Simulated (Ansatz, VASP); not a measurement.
# HfZr2Se6: VASP beside Ansatz

```xyz
9
Lattice="3.2818 1.8947 6.9415 -3.2818 1.8947 6.9415 0.0000 -3.7895 6.9415" Properties=species:S:1:pos:R:3 pbc="T T T"
Zr    0.0000    0.0000    6.9415
Zr    0.0000    0.0000   13.8829
Hf    0.0000    0.0000    0.0000
Se   -1.1083   -1.8948   12.3018
Se   -1.0868    1.9072   12.3018
Se    2.1951   -0.0125   12.3018
Se   -2.1951    0.0125    8.5226
Se    1.0868   -1.9072    8.5226
Se    1.1083    1.8948    8.5226
```

Alike in both runs: functional PBE; k mesh 6 × 6 × 6; occupations gaussian, width 0.02 eV; no spin polarisation.

Ansatz relaxed the structure, and its values are those at the end. VASP's run is a single point on that final structure, the one shown.

|  | VASP | Ansatz |
| --- | --- | --- |
| version | VASP 6.6.1 | Ansatz 0.2.0 |
| potentials or method | VASP PAW PBE potentials, release 64 (Zr_sv, Hf_pv, Se), cutoff 520 eV | scalar-relativistic, plane waves, PAW |
| valence electrons in the cell | 70 | 146 |

Ansatz gave:

- gap on the k mesh at the Fermi level (eV): 0.45
- least direct gap on the mesh (eV): 1.21
- pressure (GPa): 0.0
- rms of the force components (eV/Å): 0.001

Question: Which values does VASP return?

Answer: gap on the k mesh at the Fermi level (eV): 0.45; least direct gap on the mesh (eV): 1.21; pressure (GPa): 0.0; rms of the force components (eV/Å): 0.014.

With one functional, cell and mesh, what is left measures potentials, basis and numerics. VASP's potentials hold 70 valence electrons a cell and Ansatz's 146, so a difference there can come from the potentials and not from the codes.

Neither program's run includes spin-orbit coupling.
